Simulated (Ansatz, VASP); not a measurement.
**One calculation of Au, two programs**

```
Au
1.0
     0.00000    2.04550    1.94322
     2.04550    0.00000    1.94322
     2.04550    2.04550    0.00000
Au
1
Direct
  0.00000 0.00000 0.00000
```

Change from the starting cell: strain +0.000 along x and y, -0.050 along z, atoms carried along.

Alike in both runs: task single point; functional PBE; k mesh 20 × 20 × 20; occupations gaussian, width 0.15 eV; no spin polarisation.

```csv
,VASP,Ansatz
version,VASP 6.6.1,Ansatz 0.2.0
potentials or method,"VASP PAW PBE potentials, release 64 (Au), cutoff 520 eV","scalar-relativistic, plane waves, PAW"
valence electrons in the cell,11,19
```

|  | VASP | Ansatz | Ansatz less VASP |
| --- | --- | --- | --- |
| gap on the k mesh at the Fermi level (eV) | none | none | - |
| pressure (GPa) | 18.5 | 18.9 | +0.37 |
| traceless stress, the component that is largest in VASP (GPa) | 1.12 | 1.11 | -0.005 |

A gap of «none» marks a metal or a gap that the smearing closes. The functional is the same, so the differences come from potentials, cutoffs and numerics. VASP's potentials hold 11 valence electrons a cell and Ansatz's 19, so a difference there can come from the potentials and not from the codes.

Spin-orbit coupling is off throughout.
